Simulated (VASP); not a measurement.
Input of a VASP 6.6.1 run:

The input INCAR:

```
PREC = Accurate
ENCUT = 520
EDIFF = 1E-6
ISMEAR = 0
SIGMA = 0.05
LREAL = F
LASPH = T
NELM = 100
ALGO = Normal
ISIF = 2
LWAVE = F
LCHARG = T
GGA = PS
LELF = T
LVHAR = T
NBANDS = 11
```

The input KPOINTS:

```
regular mesh
0
Gamma
  10 10 10
```

File POSCAR:

```
MgO
1.0
    0.0000000000      2.1071057205      2.1071057205
    2.1071057205      0.0000000000      2.1071057205
    2.1071057205      2.1071057205      0.0000000000
Mg O
1 1
Direct
    0.0000000000      0.0000000000      0.0000000000
    0.5000000000      0.5000000000      0.5000000000
```

Potentials or basis: VASP PAW PBE potentials, release 64 (Mg, O).

Run with:

```console
$ cat potpaw_PBE.64/Mg/POTCAR potpaw_PBE.64/O/POTCAR > POTCAR
$ mpirun -np 1 vasp_std > vasp.out
```

**Question.** Estimate the pressure.

**Answer.** -0.5 GPa.

**Question.** Predict the band gap on the k mesh.

**Answer.** 4.62 eV, direct.

Caveat: the PAW data sets were made with another functional, which shifts forces and pressure a little.

**The experiment to reproduce.**

From “Electronic structure of alkaline earth and post-transition metal oxides”, 2009, arxiv:0908.1581, for a bulk crystal of MgO: band gap 7.83 eV.

A measured gap of MgO is 7.83 eV (quoted in “Electronic structure of alkaline earth and post-transition metal oxides”, 2009, arxiv:0908.1581); the calculated 4.62 eV misses it by -3.21 eV. The value is that of PBEsol, without temperature or zero-point motion. Semilocal functionals fall short of measured gaps as a rule.
